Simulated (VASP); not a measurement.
Input of a VASP 6.6.1 run:

Contents of INCAR:

```
ALGO     = Normal         # electronic algorithm
EDIFF    = 1E-7           # SCF threshold, eV
ENCUT    = 520            # plane-wave cutoff, eV
GGA      = RP             # functional
ISIF     = 2              # what is computed and relaxed
ISMEAR   = -1             # smearing method
LASPH    = T              # aspherical terms in the spheres
LCHARG   = T              # write CHGCAR
LELF     = T              # ELF
LREAL    = F              # projectors in reciprocal space
LVHAR    = T            
LWAVE    = F              # write WAVECAR
NBANDS   = 21             # bands
NELM     = 100            # most SCF steps
PREC     = Accurate       # precision mode
SIGMA    = 0.1            # smearing width, eV
```

Contents of KPOINTS:

```
k-points
0
Gamma
  14 14 10
```

Contents of POSCAR:

```
Ge
1.0
   -2.5748110203      2.5779164534      1.4242563878
    2.5779164534     -2.5748110203      1.4242563878
    2.5887971611      2.5887971611     -1.4185687813
Ge
2
Direct
    0.9997552703      0.0002447297      0.0000000000
    0.7502447297      0.2497552703      0.5000000000
```

Potentials or basis: VASP PAW PBE potentials, release 64 (Ge_d).

The run is started by

```bash
$ cat potpaw_PBE.64/Ge_d/POTCAR > POTCAR
$ mpirun -np 1 vasp_std > vasp.out
```

Task: What does it give for the band gap on the k mesh?

Result: Zero (band 14 reaches 8.53 eV, above the bottom of band 15 at 3.41 eV).

Task: Estimate the pressure.

Result: 2.8 GPa.

Task: Predict the largest force.

Result: 0.014 eV/Å.

Forces on the atoms (eV/Å):
```
Ge  -0.010  0.010  0.000
Ge   0.010 -0.010  0.000
```

Caveat: the PAW data sets were made with another functional, which shifts forces and pressure a little.
